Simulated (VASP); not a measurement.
Here is a VASP 6.6.1 calculation.

INCAR

```
SYSTEM = Bi
PREC = Accurate
ENCUT = 520
EDIFF = 1E-8
ISMEAR = -1
SIGMA = 0.03
LREAL = .False.
LASPH = .True.
NELM = 80
ALGO = Normal
ISIF = 2
LWAVE = .False.
LCHARG = .False.
GGA = PE
LEFG = .True.
NBANDS = 22
```

File KPOINTS:

```
regular mesh
0
Gamma
  9 9 3
  0 0 0
```

The input POSCAR:

```
Bi
1.0
    4.5390002997     -0.0680850045     -0.0680850045
   -2.3284634934      3.9649320696     -0.0249208413
   -0.1774350000     -0.1774350000     11.8290000000
Bi
2
Direct
    0.3333333333      0.6666666667      0.2500000000
    0.6666666667      0.3333333333      0.7500000000
```

Potentials or basis: VASP PAW PBE potentials, release 64 (Bi_d).

Run with:

```sh
$ cat potpaw_PBE.64/Bi_d/POTCAR > POTCAR
$ mpirun -np 1 vasp_std > vasp.out
```

Task: Estimate the band gap on the k mesh.

Result: Zero (bands 15 and 16 overlap by 2.06 eV).

Task: What does it give for the pressure?

Result: -3.3 GPa.

Forces on the atoms (eV/Å):
```
Bi  -0.003  0.000 -0.001
Bi   0.003  0.000  0.001
```

Caveat: the cell differs from its parent crystal (equal xy, yz and zx shear strains of -3 %); the cell stands under tension; without QUAD_EFG the Cq values of the log hold for a quadrupole moment of 1 mb, not for the nuclei; spin-orbit coupling is left out, which moves the levels of the heavy elements.
